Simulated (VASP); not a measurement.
# GaP in VASP: notebook

The runs below take GaP through single point, with PBE.

Everything below comes from runs of VASP 6.6.1. Logs are shortened: lines on timing, memory, paths and dates and some standing lists are left out, and cuts for length are marked.

**1. The cell of the first run**

The structure is tetragonal, space group I-4m2 (No. 119). Conventional cell: a = 3.951 Å, b = 3.951 Å, c = 5.437 Å, α = 90.00°, β = 90.00°, γ = 90.00°. Ga (site symmetry -4m2) has 4 P at 2.40 Å within 3.2 Å. Within 3.2 Å of P (site symmetry -4m2) lie 4 Ga at 2.40 Å.

**2. Single point, PBE (biaxial strain in the a-b plane: +1.5 %, then relaxed in part)**

INCAR

```
SYSTEM = GaP
PREC     = Accurate       ! precision mode
ENCUT    = 520            ! plane-wave cutoff, eV
EDIFF    = 1E-7           ! SCF threshold, eV
ISMEAR   = 0              ! smearing method
SIGMA    = 0.02           ! smearing width, eV
LREAL    = .FALSE.        ! projectors in reciprocal space
LASPH    = .TRUE.         ! aspherical terms in the spheres
NELM     = 100            ! most SCF steps
ALGO     = Normal         ! electronic algorithm
ISIF     = 2              ! what is computed and relaxed
LWAVE    = .FALSE.        ! write WAVECAR
LCHARG   = .TRUE.         ! write CHGCAR
GGA      = PE             ! functional
LELF     = .TRUE.         ! ELF
LVHAR    = .TRUE.       
NBANDS   = 26             ! bands
```

KPOINTS

```
Automatic mesh
0
G
  8 8 6
  0 0 0
```

POSCAR

```
GaP
1.0
    2.7938468684      2.7938468684      0.0000000000
   -2.7938468684      2.7938468684      0.0000000000
    0.0000000000      0.0000000000      5.4366478187
Ga P
2 2
Direct
    0.0000000000      0.0000000000      0.0000000000
    0.5000000000      0.5000000000      0.5000000000
    0.5000000000      0.0000000000      0.7500000000
    0.0000000000      0.5000000000      0.2500000000
```

Potentials or basis: VASP PAW PBE potentials, release 64 (Ga_d, P).

Launch:

```
cat potpaw_PBE.64/Ga_d/POTCAR potpaw_PBE.64/P/POTCAR > POTCAR
mpirun -np 1 vasp_std > vasp.out
```

OUTCAR:

```text
SYSTEM = GaP
   PREC = Accurate
   ENCUT = 520
   EDIFF = 1E-7
   ISMEAR = 0
   LREAL = .FALSE.
   LASPH = .TRUE.
   NELM = 100
   ISIF = 2
   GGA = PE

 ion  position               nearest neighbor table
   1  0.000  0.000  0.000-   3 2.40   4 2.40   4 2.40   3 2.40
   2  0.500  0.500  0.500-   3 2.40   4 2.40   3 2.40   4 2.40
   3  0.500  0.000  0.750-   1 2.40   2 2.40   2 2.40   1 2.40
   4  0.000  0.500  0.250-   1 2.40   2 2.40   1 2.40   2 2.40

  LATTYP: Found a simple tetragonal cell.
 ALAT       =     3.9510961325
 C/A-ratio  =     1.3759846980

  Lattice vectors:

 A1 = (   2.7938468684,   2.7938468684,   0.0000000000)
 A2 = (  -2.7938468684,   2.7938468684,   0.0000000000)
 A3 = (   0.0000000000,   0.0000000000,   5.4366478187)

Analysis of symmetry for initial positions (statically):
=====================================================================
 Subroutine PRICEL returns following result:

  LATTYP: Found a body centered tetragonal cell.
 ALAT       =     3.9510961325
 C/A-ratio  =     1.3759846980

  Lattice vectors:

 A1 = (   0.0000000000,  -2.7938468684,  -2.7183239094)
 A2 = (   0.0000000000,   2.7938468684,  -2.7183239094)
 A3 = (   2.7938468684,   0.0000000000,   2.7183239094)

   2 primitive cells build up your supercell.

 Routine SETGRP: Setting up the symmetry group for a
 simple tetragonal supercell.

 Subroutine GETGRP returns: Found  8 space group operations
 (whereof  8 operations were pure point group operations)
 out of a pool of 16 trial point group operations.

The static configuration has the point symmetry D_2d.

Analysis of symmetry for dynamics (positions and initial velocities):
=====================================================================
 Subroutine PRICEL returns following result:

  LATTYP: Found a body centered tetragonal cell.
 ALAT       =     3.9510961325
 C/A-ratio  =     1.3759846980

  Lattice vectors:

 A1 = (   0.0000000000,  -2.7938468684,  -2.7183239094)
 A2 = (   0.0000000000,   2.7938468684,  -2.7183239094)
 A3 = (   2.7938468684,   0.0000000000,   2.7183239094)

   2 primitive cells build up your supercell.

 Routine SETGRP: Setting up the symmetry group for a
 simple tetragonal supercell.

 Subroutine GETGRP returns: Found  8 space group operations
 (whereof  8 operations were pure point group operations)
 out of a pool of 16 trial point group operations.

The dynamic configuration has the point symmetry D_2d.

 Subroutine INISYM returns: Found  8 space group operations
 (whereof  8 operations are pure point group operations),
 and found     2 'primitive' translations

----------------------------------------------------------------------------------------

                                     Primitive cell

  volume of cell :      42.4362

  direct lattice vectors                    reciprocal lattice vectors
     0.000000000 -2.793846868 -2.718323909     0.178964712 -0.178964712 -0.183936873
     0.000000000  2.793846868 -2.718323909     0.178964712  0.178964712 -0.183936873
     2.793846868  0.000000000  2.718323909     0.357929424  0.000000000  0.000000000

  length of vectors
     3.898059158  3.898059158  3.898059158     0.312872993  0.312872993  0.357929424

  position of ions in fractional coordinates (direct lattice)
     0.000000000  0.000000000  0.000000000
     0.250000000  0.750000000  0.500000000

  ion indices of the primitive-cell ions
   primitive index   ion index
                 1           1
                 2           3

----------------------------------------------------------------------------------------

 KPOINTS: Automatic mesh

Automatic generation of k-mesh.
 Grid dimensions read from file:
 generate k-points for:    8    8    6

 Generating k-lattice:

  Cartesian coordinates                     Fractional coordinates (reciprocal lattice)
     0.022370589  0.022370589  0.000000000     0.125000000  0.000000000  0.000000000
    -0.022370589  0.022370589  0.000000000     0.000000000  0.125000000  0.000000000
     0.000000000  0.000000000  0.030656146     0.000000000  0.000000000  0.166666667

  Length of vectors
     0.031636790  0.031636790  0.030656146

  Shift w.r.t. Gamma in fractional coordinates (k-lattice)
     0.000000000  0.000000000  0.000000000

 Subroutine IBZKPT returns following result:
 ===========================================

 Found     60 irreducible k-points:

 Following reciprocal coordinates:
            Coordinates               Weight
  0.000000  0.000000  0.000000      1.000000
  0.125000  0.000000  0.000000      4.000000
  0.250000  0.000000  0.000000      4.000000
  0.375000  0.000000  0.000000      4.000000
  0.500000  0.000000  0.000000      2.000000
  0.125000  0.125000  0.000000      4.000000
[... 16 lines left out ...]
  0.375000  0.125000  0.166667     16.000000
  0.500000  0.125000  0.166667      8.000000
 [... further k-points ...]
   k-points           NKPTS =     60   k-points in BZ     NKDIM =     60   number of bands    NBANDS=     26
   number of dos      NEDOS =    301   number of ions     NIONS =      4
   total plane-waves  NPLWV =  36000
   dimension x,y,z NGX =    30 NGY =   30 NGZ =   40
   dimension x,y,z NGXF=    60 NGYF=   60 NGZF=   80
   ions per type =               2   2
   NGX,Y,Z   is equivalent  to a cutoff of  12.62, 12.62, 12.23 a.u.
   NGXF,Y,Z  is equivalent  to a cutoff of  25.25, 25.25, 24.46 a.u.
 SYSTEM =  GaP
   PREC   = accura    normal or accurate (medium, high low for compatibility)
   ISTART =      0    job   : 0-new  1-cont  2-samecut
   ICHARG =      2    charge: 1-file 2-atom 10-const
   ISPIN  =      1    spin polarized calculation?
   LNONCOLLINEAR =      F non collinear calculations
   LSORBIT =      F    spin-orbit coupling
   LASPH  =      T    aspherical Exc in radial PAW
   ENCUT  =  520.0 eV  38.22 Ry    6.18 a.u.   7.35  7.35 10.11*2*pi/ulx,y,z
   NELM   =    100;   NELMIN=  2; NELMDL= -5     # of ELM steps
   EDIFF  = 0.1E-06   stopping-criterion for ELM
   LREAL  =      F    real-space projection
   EDIFFG = 0.1E-05   stopping-criterion for IOM
   NSW    =      0    number of steps for IOM
   IBRION =     -1    ionic relax: 0-MD 1-quasi-New 2-CG
   NFREE  =      0    steps in history (QN), initial steepest desc. (CG)
   ISIF   =      2    stress and relaxation
   ISYM   =      2    0-nonsym 1-usesym 2-fastsym
   POTIM  = 0.5000    time-step for ionic-motion
   TEBEG  =    0.0;   TEEND  =   0.0 temperature during run
   PSTRESS=    0.0 pullay stress
   NELECT =      36.0000    total number of electrons
   NUPDOWN=      -1.0000    fix difference up-down
   EMIN   =  10.00;   EMAX   =-10.00  energy-range for DOS
   EFERMI =   0.00;   METHOD = LEGACY
   ISMEAR =     0;   SIGMA  =   0.02  broadening in eV -4-tet -1-fermi 0-gaus
   EFERMI_NEDOS =   21; number of points for ismear=-14 and -15
   IALGO  =     38    algorithm
   IMIX   =      4    mixing-type and parameters
     AMIX     =   0.40;   BMIX     =  1.00
     AMIX_MAG =   1.60;   BMIX_MAG =  1.00
  volume/ion in A,a.u.               =      21.22       143.19
  Fermi-wavevector in a.u.,A,eV,Ry     =   1.230043  2.324444 20.585685  1.513005
  Thomas-Fermi vector in A             =   2.364907
   LORBIT       =      0    0 simple, 1 ext, 2 COOP (PROOUT), +10 PAW based schemes
   GGA     = PE    functional components
   LHFCALC =     F    Hartree Fock is set to
   AEXX    =    0.0000 exact exchange contribution
   IVDW    =     0    specifies the selected vdW correction
   LEPSILON=     F    determine dielectric tensor
   LRPA    =     F    only Hartree local field effects (RPA)
 non-spin polarized calculation
 Gauss-broadening in eV      SIGMA  =   0.02
  energy-cutoff  :      520.00
  volume of cell :       84.87
 maximum number of plane-waves:      2317
 NGX is ok and might be reduce to    30

 number of electron      35.9999984 magnetization

 Free energy of the ion-electron system (eV)
  ---------------------------------------------------
  ext. energy  EPLUGINS =         0.00000000
  ---------------------------------------------------
  free energy    TOTEN  =       -18.23992581 eV

  energy without entropy =      -18.23992581  energy(sigma->0) =      -18.23992581

 E-fermi :   4.3678     XC(G=0):  -9.6209

 val. band max:        4.2763282178   @ k =   0.0000   0.0000   0.0000
 cond. band min:       5.6161053249   @ k =   0.0000   0.0000   0.0000
 fundamental gap:      1.3397771071
 Fermi energy:         4.3678296665

 k-point     1 :       0.0000    0.0000    0.0000
  band No.  band energies     occupation
      1     -10.3960      2.00000
      2     -10.2997      2.00000
      3     -10.2997      2.00000
      4     -10.2915      2.00000
      5     -10.2457      2.00000
      6     -10.2428      2.00000
[... 18 lines left out ...]
     25      12.7859      0.00000
     26      13.6665      0.00000

 k-point     2 :       0.1250    0.0000    0.0000
  band No.  band energies     occupation
      1     -10.3918      2.00000
      2     -10.3072      2.00000
      3     -10.2974      2.00000
      4     -10.2880      2.00000
      5     -10.2491      2.00000
      6     -10.2448      2.00000
[... 18 lines left out ...]
     25      13.0108      0.00000
     26      13.4194      0.00000

 k-point     3 :       0.2500    0.0000    0.0000
  band No.  band energies     occupation
      1     -10.3820      2.00000
      2     -10.3251      2.00000
      3     -10.2910      2.00000
      4     -10.2805      2.00000
      5     -10.2578      2.00000
      6     -10.2507      2.00000
[... 18 lines left out ...]
     25      12.2463      0.00000
     26      12.2697      0.00000

 k-point     4 :       0.3750    0.0000    0.0000
  band No.  band energies     occupation
      1     -10.3712      2.00000
      2     -10.3444      2.00000
      3     -10.2815      2.00000
      4     -10.2741      2.00000
      5     -10.2656      2.00000
      6     -10.2597      2.00000
[... 18 lines left out ...]
     25      10.9902      0.00000
     26      11.5337      0.00000

 k-point     5 :       0.5000    0.0000    0.0000
  band No.  band energies     occupation
      1     -10.3597      2.00000
      2     -10.3597      2.00000
      3     -10.2705      2.00000
      4     -10.2705      2.00000
      5     -10.2701      2.00000
      6     -10.2701      2.00000
[... 18 lines left out ...]
     25      10.3916      0.00000
     26      10.3916      0.00000

 k-point     6 :       0.1250    0.1250    0.0000
  band No.  band energies     occupation
      1     -10.3883      2.00000
      2     -10.3176      2.00000
      3     -10.2915      2.00000
      4     -10.2843      2.00000
      5     -10.2531      2.00000
      6     -10.2467      2.00000
[... 427 lines left out ...]
 k-point    21 :       0.1250    0.1250    0.1667
  band No.  band energies     occupation
      1     -10.3835      2.00000
      2     -10.3192      2.00000
      3     -10.2896      2.00000
      4     -10.2865      2.00000
      5     -10.2566      2.00000
      6     -10.2492      2.00000
[... 18 lines left out ...]
     25      11.2127      0.00000
     26      12.3808      0.00000

 k-point    22 :       0.2500    0.1250    0.1667
  band No.  band energies     occupation
      1     -10.3773      2.00000
      2     -10.3368      2.00000
      3     -10.2832      2.00000
      4     -10.2776      2.00000
      5     -10.2643      2.00000
      6     -10.2515      2.00000
[... 18 lines left out ...]
     25      10.0129      0.00000
     26      12.2166      0.00000

 k-point    23 :       0.3750    0.1250    0.1667
  band No.  band energies     occupation
      1     -10.3719      2.00000
      2     -10.3539      2.00000
      3     -10.2763      2.00000
      4     -10.2700      2.00000
      5     -10.2688      2.00000
      6     -10.2571      2.00000
[... 18 lines left out ...]
     25      10.5040      0.00000
     26      12.1958      0.00000

 k-point    24 :       0.5000    0.1250    0.1667
  band No.  band energies     occupation
      1     -10.3656      2.00000
      2     -10.3656      2.00000
      3     -10.2711      2.00000
      4     -10.2711      2.00000
      5     -10.2641      2.00000
      6     -10.2641      2.00000
[... 18 lines left out ...]
     25      11.1247      0.00000
     26      11.1247      0.00000

 [... further k-points ...]

------------------------ aborting loop because EDIFF is reached ----------------------------------------

  FORCE on cell =-STRESS in cart. coord.  units (eV):
  Direction    XX          YY          ZZ          XY          YZ          ZX
  --------------------------------------------------------------------------------------
  -------------------------------------------------------------------------------------
  Total       -0.9906491     -0.9906491     -0.0014237      0.0000000     -0.0000000      0.0000000
  in kB      -18.7009655    -18.7009655     -0.0268763      0.0000000     -0.0000000      0.0000000
  external PRESSURE =     -12.4762691 kB  Pullay stress =       0.0000000 kB

 VOLUME and BASIS-vectors are now :
 -----------------------------------------------------------------------------
  energy-cutoff  :      520.00
  volume of cell :       84.87
      direct lattice vectors                 reciprocal lattice vectors
     2.793846868  2.793846868  0.000000000     0.178964712  0.178964712  0.000000000
    -2.793846868  2.793846868  0.000000000    -0.178964712  0.178964712  0.000000000
     0.000000000  0.000000000  5.436647819     0.000000000  0.000000000  0.183936873

 POSITION                                       TOTAL-FORCE (eV/Angst)
 -----------------------------------------------------------------------------------
      0.00000      0.00000      0.00000         0.000000      0.000000      0.000000
      0.00000      2.79385      2.71832        -0.000000     -0.000000     -0.000000
      1.39692      1.39692      4.07749        -0.000000     -0.000000      0.000000
     -1.39692      1.39692      1.35916        -0.000000     -0.000000      0.000000
 -----------------------------------------------------------------------------------
    total drift:                               -0.000000      0.000000      0.000000

  FREE ENERGIE OF THE ION-ELECTRON SYSTEM (eV)
  ---------------------------------------------------
  free  energy   TOTEN  =       -18.2399258103 eV

  energy  without entropy=      -18.2399258103  energy(sigma->0) =      -18.23992581
```

It took 51 s on 1 thread of AMD EPYC 9R45 (Zen 5), shared host; peak memory 0.22 GiB.

Results:

```yaml
Free_energy: -18.2399 eV
Pressure: -1.2 GPa
Band_gap_on_the_k_mesh: 1.34 eV
```

Levels at points of the mesh, in eV from the valence-band top:
```csv
k point,band 15,band 16,band 17,band 18,band 19,band 20,band 21,band 22
"(0.00, 0.00, 0.00)",-2.73,-0.14,-0.14,0.00,1.34,1.54,1.60,3.77
"(0.50, 0.00, 0.00)",-3.19,-3.19,-1.33,-1.33,2.84,2.84,5.56,5.56
"(0.50, 0.50, 0.00)",-2.56,-2.56,-2.54,-2.54,1.72,1.72,1.85,1.85
"(0.00, 0.00, 0.50)",-1.75,-1.75,-1.75,-1.75,1.98,1.98,3.53,3.53
"(0.50, 0.00, 0.50)",-1.25,-1.25,-1.04,-1.04,1.42,1.42,4.54,4.54
"(0.50, 0.50, 0.50)",-3.45,-3.45,-3.29,-3.29,4.74,4.74,4.76,4.76
```

Caveat: the cell differs from its parent crystal (biaxial strain in the a-b plane: +1.5 %, then relaxed in part). A k mesh can miss the band edges.

**3. Single point, PBE**

This run uses another cell than the first one: it holds 16 atoms, not 4.

INCAR

```
PREC = Accurate ; ENCUT = 520
EDIFF = 1E-7 ; ISMEAR = 0
SIGMA = 0.01 ; LREAL = Auto
LASPH = True ; NELM = 80
ALGO = Normal ; ISIF = 2
LWAVE = False ; LCHARG = False
GGA = PE ; NBANDS = 86
```

KPOINTS

```
Automatic mesh
0
Gamma
  2 2 2
```

POSCAR

```
GaP
1.0
    0.0000000000      5.5051169764     -5.5051169764
    5.5051169764      5.5051169764      0.0000000000
    5.5051169764      0.0000000000     -5.5051169764
Ga P
8 8
Direct
    0.5000000000      0.5000000000      0.0000000000
    0.5000000000      0.0000000000      0.0000000000
    1.0000000000      0.5000000000      0.0000000000
    1.0000000000      0.0000000000      0.0000000000
    0.5000000000      0.5000000000      0.5000000000
    0.5000000000      0.0000000000      0.5000000000
    1.0000000000      0.5000000000      0.5000000000
    1.0000000000      0.0000000000      0.5000000000
    0.3750000000      0.3750000000      0.3750000000
    0.3750000000      0.8750000000      0.3750000000
    0.8750000000      0.3750000000      0.3750000000
    0.8750000000      0.8750000000      0.3750000000
    0.3750000000      0.3750000000      0.8750000000
    0.3750000000      0.8750000000      0.8750000000
    0.8750000000      0.3750000000      0.8750000000
    0.8750000000      0.8750000000      0.8750000000
```

Potentials or basis: VASP PAW PBE potentials, release 64 (Ga_d, P).

Launch:

```
cat potpaw_PBE.64/Ga_d/POTCAR potpaw_PBE.64/P/POTCAR > POTCAR
mpirun -np 1 vasp_std > vasp.out
```

Wall time 11 min (1 thread of Intel Xeon 8259CL, shared host); peak memory 0.49 GiB.

Results (log left out):

```
Free energy            : -71.9170 eV
Pressure               : 0.4 GPa
Band gap on the k mesh : 1.56 eV
```

Levels at points of the mesh, in eV from the valence-band top:
```csv
k point,band 68,band 69,band 70,band 71,band 72,band 73,band 74,band 75,band 76,band 77
"(0.00, 0.00, 0.00)",-1.08,-1.08,0.00,0.00,0.00,1.56,1.56,1.56,1.56,1.57
"(0.50, 0.00, 0.00)",-1.96,-0.64,-0.64,-0.64,-0.64,2.03,2.03,2.45,2.45,2.45
"(0.50, 0.50, 0.00)",-1.62,-1.16,-1.16,-1.16,-1.16,2.18,2.18,3.09,3.09,3.09
```

Caveat: the k points lie up to 0.49 Å⁻¹ apart. A k mesh can miss the band edges.
